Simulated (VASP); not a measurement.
TlO7:

```
Tl O
1.0
     6.97396    0.00000    0.00000
     0.00000    6.97396    0.00000
     0.00000    0.00000    6.97396
Tl O
1 7
Direct
  0.50000 0.50000 0.50000
  0.08849 0.50000 0.50000
  0.91151 0.50000 0.50000
  0.50000 0.08849 0.50000
  0.50000 0.91151 0.50000
  0.50000 0.50000 0.08849
  0.50000 0.50000 0.91151
  0.00000 0.00000 0.00000
```

* Program: VASP 6.6.1
* Task: relaxation of cell and atoms
* Functional: PBE
* Potentials or basis: VASP PAW PBE potentials, release 64 (Tl_d, O)
* Cutoff: 600 eV
* k mesh: 6 × 6 × 6
* Occupations: gaussian, width 0.1 eV
* Spin: no spin polarisation

At the start: pressure 0.5 GPa; volume 42.40 Å³/atom.

Question: How do energy, volume and symmetry change on relaxing?

Answer: Over 9 steps the energy falls by 2.7 meV/atom and the volume is 42.32 Å³/atom (-0.2 %); space group Pm-3m (No. 221, to 0.05 Å).

The path:
```
step  energy change (eV)  largest force (eV/Å)  pressure (GPa)  volume (Å³)
   1              0.0000                0.9779            0.51       339.19
   2              0.5715                4.0264           -2.51       345.81
   3             -0.0209                0.0445           -0.08       340.15
   4             -0.0210                0.0072           -0.05       340.10
   5             -0.0210                0.0107           -0.06       340.11
   6             -0.0210                0.0854            0.00       339.49
   7             -0.0211                0.0332           -0.03       339.83
   8             -0.0212                0.0255           -0.03       339.51
   9             -0.0214                0.0028           -0.04       338.54
```

Final structure:
```yaml
crystal:
  lattice:
    - [6.96952, 0.00000, 0.00000]
    - [0.00000, 6.96952, 0.00000]
    - [0.00000, 0.00000, 6.96952]
  atoms:
    - { symbol: Tl, position: [0.50000, 0.50000, 0.50000] }
    - { symbol: O, position: [0.08960, 0.50000, 0.50000] }
    - { symbol: O, position: [0.91040, 0.50000, 0.50000] }
    - { symbol: O, position: [0.50000, 0.08960, 0.50000] }
    - { symbol: O, position: [0.50000, 0.91040, 0.50000] }
    - { symbol: O, position: [0.50000, 0.50000, 0.08960] }
    - { symbol: O, position: [0.50000, 0.50000, 0.91040] }
    - { symbol: O, position: [0.00000, 0.00000, 0.00000] }
```

Caveat: the standard files for N, O and F lose accuracy on very short bonds; an odd number of electrons without spin polarisation forces a metal; a magnetic or distorted state may lie lower.
